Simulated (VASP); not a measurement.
# LiGa3 (P4/mmm) in VASP: further runs

The runs below take LiGa3 through single point, with LDA.

Program: VASP 6.6.1. These are calculated values, not measurements. Logs are shortened: lines on timing, memory, paths and dates and some standing lists are left out, and cuts for length are marked.

## Step 1: The cell of the first run

The structure is tetragonal, space group P4/mmm (No. 123). The conventional cell has a = 3.622 Å, b = 3.622 Å, c = 3.779 Å, α = 90.00°, β = 90.00°, γ = 90.00°. Li (site symmetry 4/mmm) has 12 Ga at 2.56 to 2.62 Å within 3.4 Å. Within 3.4 Å of Ga (site symmetry mmm) lie 8 Ga at 2.56 to 2.62 Å and 4 Li at 2.62 Å. Ga (site symmetry 4/mmm) has 4 Li at 2.56 Å and 8 Ga at 2.62 Å within 3.4 Å.

## Step 2: Single point, LDA (strain -0.080 along x and y, -0.040 along z)

File INCAR:

```
SYSTEM = LiGa3
ALGO = Fast ; EDIFF = 1E-6
ENCUT = 520 ; GGA = CA
ISIF = 2 ; ISMEAR = 0
LASPH = .True. ; LCHARG = .True.
LELF = .True. ; LREAL = .False.
LVHAR = .True. ; LWAVE = .False.
NBANDS = 29 ; NELM = 100
PREC = Accurate ; SIGMA = 0.15
```

File KPOINTS:

```
k-points
0
Gamma
  12 12 12
  0 0 0
```

File POSCAR:

```
LiGa3
1.0
    3.6215843898      0.0000000000      0.0000000000
    0.0000000000      3.6215843898      0.0000000000
    0.0000000000      0.0000000000      3.7790445806
Li Ga
1 3
Direct
    0.0000000000      0.0000000000      0.0000000000
    0.5000000000      0.0000000000      0.5000000000
    0.0000000000      0.5000000000      0.5000000000
    0.5000000000      0.5000000000      0.0000000000
```

Potentials or basis: VASP PAW LDA potentials, release 64 (Li_sv, Ga_d).

Command:

```
> cat potpaw_LDA.64/Li_sv/POTCAR potpaw_LDA.64/Ga_d/POTCAR > POTCAR
> mpirun -np 1 vasp_std > vasp.out
```

OUTCAR:

```text
SYSTEM = LiGa3
   EDIFF = 1E-6
   ENCUT = 520
   GGA = CA
   ISIF = 2
   ISMEAR = 0
   LASPH = .True.
   LREAL = .False.
   NELM = 100
   PREC = Accurate

 ion  position               nearest neighbor table
   1  0.000  0.000  0.000-   4 2.56   4 2.56   4 2.56   4 2.56   3 2.62   3 2.62   3 2.62   3 2.62
                             2 2.62   2 2.62   2 2.62   2 2.62
   2  0.500  0.000  0.500-   3 2.56   3 2.56   3 2.56   3 2.56   4 2.62   1 2.62   4 2.62   4 2.62
                             1 2.62   4 2.62   1 2.62   1 2.62
   3  0.000  0.500  0.500-   2 2.56   2 2.56   2 2.56   2 2.56   4 2.62   1 2.62   1 2.62   1 2.62
                             4 2.62   4 2.62   4 2.62   1 2.62
   4  0.500  0.500  0.000-   1 2.56   1 2.56   1 2.56   1 2.56   3 2.62   2 2.62   2 2.62   2 2.62
                             3 2.62   3 2.62   3 2.62   2 2.62

  LATTYP: Found a simple tetragonal cell.
 ALAT       =     3.6215843898
 C/A-ratio  =     1.0434782609

  Lattice vectors:

 A1 = (   3.6215843898,   0.0000000000,   0.0000000000)
 A2 = (   0.0000000000,   3.6215843898,   0.0000000000)
 A3 = (   0.0000000000,   0.0000000000,   3.7790445806)

Analysis of symmetry for initial positions (statically):
=====================================================================
 Subroutine PRICEL returns:
 Original cell was already a primitive cell.

 Routine SETGRP: Setting up the symmetry group for a
 simple tetragonal supercell.

 Subroutine GETGRP returns: Found 16 space group operations
 (whereof 16 operations were pure point group operations)
 out of a pool of 16 trial point group operations.

The static configuration has the point symmetry D_4h.

Analysis of symmetry for dynamics (positions and initial velocities):
=====================================================================
 Subroutine PRICEL returns:
 Original cell was already a primitive cell.

 Routine SETGRP: Setting up the symmetry group for a
 simple tetragonal supercell.

 Subroutine GETGRP returns: Found 16 space group operations
 (whereof 16 operations were pure point group operations)
 out of a pool of 16 trial point group operations.

The dynamic configuration has the point symmetry D_4h.

 Subroutine INISYM returns: Found 16 space group operations
 (whereof 16 operations are pure point group operations),
 and found     1 'primitive' translations

----------------------------------------------------------------------------------------

                                     Primitive cell

  volume of cell :      49.5655

  direct lattice vectors                    reciprocal lattice vectors
     3.621584390  0.000000000  0.000000000     0.276122242  0.000000000  0.000000000
     0.000000000  3.621584390  0.000000000     0.000000000  0.276122242  0.000000000
     0.000000000  0.000000000  3.779044581     0.000000000  0.000000000  0.264617148

  length of vectors
     3.621584390  3.621584390  3.779044581     0.276122242  0.276122242  0.264617148

  position of ions in fractional coordinates (direct lattice)
     0.000000000  0.000000000  0.000000000
     0.500000000  0.000000000  0.500000000
     0.000000000  0.500000000  0.500000000
     0.500000000  0.500000000  0.000000000

  ion indices of the primitive-cell ions
   primitive index   ion index
                 1           1
                 2           2
                 3           3
                 4           4

----------------------------------------------------------------------------------------

 KPOINTS: k-points

Automatic generation of k-mesh.
 Grid dimensions read from file:
 generate k-points for:   12   12   12

 Generating k-lattice:

  Cartesian coordinates                     Fractional coordinates (reciprocal lattice)
     0.023010187  0.000000000  0.000000000     0.083333333  0.000000000  0.000000000
     0.000000000  0.023010187  0.000000000     0.000000000  0.083333333  0.000000000
     0.000000000  0.000000000  0.022051429     0.000000000  0.000000000  0.083333333

  Length of vectors
     0.023010187  0.023010187  0.022051429

  Shift w.r.t. Gamma in fractional coordinates (k-lattice)
     0.000000000  0.000000000  0.000000000

 Subroutine IBZKPT returns following result:
 ===========================================

 Found    196 irreducible k-points:

 Following reciprocal coordinates:
            Coordinates               Weight
  0.000000  0.000000  0.000000      1.000000
  0.083333  0.000000  0.000000      4.000000
  0.166667  0.000000  0.000000      4.000000
  0.250000  0.000000  0.000000      4.000000
  0.333333  0.000000  0.000000      4.000000
  0.416667  0.000000  0.000000      4.000000
[... 16 lines left out ...]
  0.333333  0.333333  0.000000      4.000000
  0.416667  0.333333  0.000000      8.000000
 [... further k-points ...]
   k-points           NKPTS =    196   k-points in BZ     NKDIM =    196   number of bands    NBANDS=     29
   number of dos      NEDOS =    301   number of ions     NIONS =      4
   total plane-waves  NPLWV =  21952
   dimension x,y,z NGX =    28 NGY =   28 NGZ =   28
   dimension x,y,z NGXF=    56 NGYF=   56 NGZF=   56
   ions per type =               1   3
   NGX,Y,Z   is equivalent  to a cutoff of  12.85, 12.85, 12.32 a.u.
   NGXF,Y,Z  is equivalent  to a cutoff of  25.71, 25.71, 24.64 a.u.
 SYSTEM =  LiGa3
   PREC   = accura    normal or accurate (medium, high low for compatibility)
   ISTART =      0    job   : 0-new  1-cont  2-samecut
   ICHARG =      2    charge: 1-file 2-atom 10-const
   ISPIN  =      1    spin polarized calculation?
   LNONCOLLINEAR =      F non collinear calculations
   LSORBIT =      F    spin-orbit coupling
   LASPH  =      T    aspherical Exc in radial PAW
   ENCUT  =  520.0 eV  38.22 Ry    6.18 a.u.   6.73  6.73  7.03*2*pi/ulx,y,z
   NELM   =    100;   NELMIN=  2; NELMDL= -5     # of ELM steps
   EDIFF  = 0.1E-05   stopping-criterion for ELM
   LREAL  =      F    real-space projection
   EDIFFG = 0.1E-04   stopping-criterion for IOM
   NSW    =      0    number of steps for IOM
   IBRION =     -1    ionic relax: 0-MD 1-quasi-New 2-CG
   NFREE  =      0    steps in history (QN), initial steepest desc. (CG)
   ISIF   =      2    stress and relaxation
   ISYM   =      2    0-nonsym 1-usesym 2-fastsym
   POTIM  = 0.5000    time-step for ionic-motion
   TEBEG  =    0.0;   TEEND  =   0.0 temperature during run
   PSTRESS=    0.0 pullay stress
   NELECT =      42.0000    total number of electrons
   NUPDOWN=      -1.0000    fix difference up-down
   EMIN   =  10.00;   EMAX   =-10.00  energy-range for DOS
   EFERMI =   0.00;   METHOD = LEGACY
   ISMEAR =     0;   SIGMA  =   0.15  broadening in eV -4-tet -1-fermi 0-gaus
   EFERMI_NEDOS =   21; number of points for ismear=-14 and -15
   IALGO  =     68    algorithm
   IMIX   =      4    mixing-type and parameters
     AMIX     =   0.40;   BMIX     =  1.00
     AMIX_MAG =   1.60;   BMIX_MAG =  1.00
  volume/ion in A,a.u.               =      12.39        83.62
  Fermi-wavevector in a.u.,A,eV,Ry     =   1.549167  2.927501 32.652864  2.399918
  Thomas-Fermi vector in A             =   2.654013
   LORBIT       =      0    0 simple, 1 ext, 2 COOP (PROOUT), +10 PAW based schemes
   GGA     = CA    functional components
   LHFCALC =     F    Hartree Fock is set to
   AEXX    =    0.0000 exact exchange contribution
   IVDW    =     0    specifies the selected vdW correction
   LEPSILON=     F    determine dielectric tensor
   LRPA    =     F    only Hartree local field effects (RPA)
 non-spin polarized calculation
 RMM-DIIS sequential band-by-band and
 Gauss-broadening in eV      SIGMA  =   0.15
  energy-cutoff  :      520.00
  volume of cell :       49.57
 maximum number of plane-waves:      1368
 NGX is ok and might be reduce to    28
   NGX = 13   NGY = 13   NGZ = 15

 number of electron      42.0000020 magnetization

 Free energy of the ion-electron system (eV)
  ---------------------------------------------------
  ext. energy  EPLUGINS =         0.00000000
  ---------------------------------------------------
  free energy    TOTEN  =       -13.05001491 eV

  energy without entropy =      -13.03602771  energy(sigma->0) =      -13.04302131

 E-fermi :   8.2046     XC(G=0): -12.4838

 val. band max:        8.2045575471   @ k =   0.5000   0.1667   0.2500
 cond. band min:       8.2084312509   @ k =   0.1667   0.0000   0.5000
 fundamental gap:      0.0038737038
 Fermi energy:         8.2046146751

 k-point     1 :       0.0000    0.0000    0.0000
  band No.  band energies     occupation
      1     -37.4201      2.00000
      2      -7.9052      2.00000
      3      -7.8150      2.00000
      4      -7.7648      2.00000
      5      -7.7648      2.00000
      6      -7.5890      2.00000
[... 21 lines left out ...]
     28      16.5064      0.00000
     29      16.5064      0.00000

 k-point     2 :       0.0833    0.0000    0.0000
  band No.  band energies     occupation
      1     -37.4200      2.00000
      2      -7.8902      2.00000
      3      -7.8017      2.00000
      4      -7.7609      2.00000
      5      -7.7534      2.00000
      6      -7.5789      2.00000
[... 21 lines left out ...]
     28      15.8857      0.00000
     29      16.2558      0.00000

 k-point     3 :       0.1667    0.0000    0.0000
  band No.  band energies     occupation
      1     -37.4197      2.00000
      2      -7.8474      2.00000
      3      -7.7622      2.00000
      4      -7.7501      2.00000
      5      -7.7196      2.00000
      6      -7.5550      2.00000
[... 21 lines left out ...]
     28      15.7848      0.00000
     29      16.0325      0.00000

 k-point     4 :       0.2500    0.0000    0.0000
  band No.  band energies     occupation
      1     -37.4193      2.00000
      2      -7.7837      2.00000
      3      -7.7347      2.00000
      4      -7.6983      2.00000
      5      -7.6647      2.00000
      6      -7.5336      2.00000
[... 597 lines left out ...]
     28      15.8724      0.00000
     29      16.5128      0.00000

 k-point    23 :       0.3333    0.3333    0.0000
  band No.  band energies     occupation
      1     -37.4177      2.00000
      2      -7.6557      2.00000
      3      -7.6278      2.00000
      4      -7.4943      2.00000
      5      -7.4793      2.00000
      6      -7.4705      2.00000
[... 21 lines left out ...]
     28      16.8669      0.00000
     29      17.1538      0.00000

 k-point    24 :       0.4167    0.3333    0.0000
  band No.  band energies     occupation
      1     -37.4175      2.00000
      2      -7.6208      2.00000
      3      -7.5990      2.00000
      4      -7.5166      2.00000
      5      -7.4478      2.00000
      6      -7.4331      2.00000
[... 21 lines left out ...]
     28      17.0937      0.00000
     29      18.0450      0.00000

 [... further k-points ...]
[... 5 lines left out ...]
  --------------------------------------------------------------------------------------
  -------------------------------------------------------------------------------------
  Total        7.1911183      7.1911183      5.4362810      0.0000000      0.0000000      0.0000000
  in kB      232.4490531    232.4490531    175.7248761      0.0000000      0.0000000      0.0000000
  external PRESSURE =     213.5409941 kB  Pullay stress =       0.0000000 kB

 VOLUME and BASIS-vectors are now :
 -----------------------------------------------------------------------------
  energy-cutoff  :      520.00
  volume of cell :       49.57
      direct lattice vectors                 reciprocal lattice vectors
     3.621584390  0.000000000  0.000000000     0.276122242  0.000000000  0.000000000
     0.000000000  3.621584390  0.000000000     0.000000000  0.276122242  0.000000000
     0.000000000  0.000000000  3.779044581     0.000000000  0.000000000  0.264617148

 POSITION                                       TOTAL-FORCE (eV/Angst)
 -----------------------------------------------------------------------------------
      0.00000      0.00000      0.00000         0.000000      0.000000      0.000000
      1.81079      0.00000      1.88952         0.000000      0.000000      0.000000
      0.00000      1.81079      1.88952         0.000000      0.000000      0.000000
      1.81079      1.81079      0.00000         0.000000      0.000000      0.000000
 -----------------------------------------------------------------------------------
    total drift:                                0.000000      0.000000      0.000000

  FREE ENERGIE OF THE ION-ELECTRON SYSTEM (eV)
  ---------------------------------------------------
  free  energy   TOTEN  =       -13.0500149088 eV

  energy  without entropy=      -13.0360277141  energy(sigma->0) =      -13.04302131
```

Wall time 3.6 min (1 thread of AMD EPYC 9R45 (Zen 5), shared host); peak memory 0.27 GiB.

Results:

- Free energy: -13.0500 eV
- Band gap on the k mesh: zero (bands 21 and 22 overlap by 7.51 eV)

Caveat: the cell differs from its parent crystal (strain -0.080 along x and y, -0.040 along z); the cutoff is under 1.25 times the usual one of these potentials, so pressure, stress and relaxed cells hold a basis-set (Pulay) error.

## Step 3: Single point, LDA (strain -0.040 along x and y, -0.080 along z)

File INCAR:

```
ALGO     = Fast           # electronic algorithm
EDIFF    = 1E-7           # SCF threshold, eV
ENCUT    = 520            # plane-wave cutoff, eV
GGA      = CA             # functional
ISIF     = 2              # what is computed and relaxed
ISMEAR   = 0              # smearing method
LASPH    = True           # aspherical terms in the spheres
LCHARG   = False          # write CHGCAR
LREAL    = False          # projectors in reciprocal space
LWAVE    = False          # write WAVECAR
NBANDS   = 29             # bands
NELM     = 60             # most SCF steps
PREC     = Accurate       # precision mode
SIGMA    = 0.15           # smearing width, eV
```

File KPOINTS:

```
k-points
0
Gamma
  12 12 12
```

File POSCAR:

```
LiGa3
1.0
    3.7790445806      0.0000000000      0.0000000000
    0.0000000000      3.7790445806      0.0000000000
    0.0000000000      0.0000000000      3.6215843898
Li Ga
1 3
Direct
    0.0000000000      0.0000000000      0.0000000000
    0.5000000000      0.0000000000      0.5000000000
    0.0000000000      0.5000000000      0.5000000000
    0.5000000000      0.5000000000      0.0000000000
```

Potentials or basis: VASP PAW LDA potentials, release 64 (Li_sv, Ga_d).

Command:

```
> cat potpaw_LDA.64/Li_sv/POTCAR potpaw_LDA.64/Ga_d/POTCAR > POTCAR
> mpirun -np 1 vasp_std > vasp.out
```

Run time: 4.2 min. Hardware: 1 thread of AMD EPYC 9R45 (Zen 5), shared host; peak memory 0.28 GiB.

Results (log left out):

| Property | Result |
| --- | --- |
| Free energy | -13.2968 eV |
| Band gap on the k mesh | zero (bands 21 and 22 overlap by 7.47 eV) |

Levels at points of the mesh, in eV from the Fermi level:
| k point | band 19 | band 20 | band 21 | band 22 | band 23 | band 24 |
| --- | --- | --- | --- | --- | --- | --- |
| (0.00, 0.00, 0.00) | -3.09 | -2.34 | -1.62 | -0.84 | 3.52 | 6.65 |
| (0.50, 0.00, 0.00) | -0.72 | 0.05 | 0.50 | 0.76 | 1.50 | 2.02 |
| (0.50, 0.50, 0.00) | -7.71 | -4.57 | 2.97 | 3.24 | 3.24 | 4.08 |
| (0.00, 0.00, 0.50) | -0.40 | -0.40 | 0.29 | 0.98 | 0.98 | 1.66 |
| (0.50, 0.00, 0.50) | -7.39 | -4.60 | 2.48 | 2.70 | 2.75 | 3.15 |
| (0.50, 0.50, 0.50) | -5.00 | -5.00 | -4.50 | -4.50 | -4.36 | 2.82 |

Caveat: the cell differs from its parent crystal (strain -0.040 along x and y, -0.080 along z); the cutoff is under 1.25 times the usual one of these potentials, so pressure, stress and relaxed cells hold a basis-set (Pulay) error.
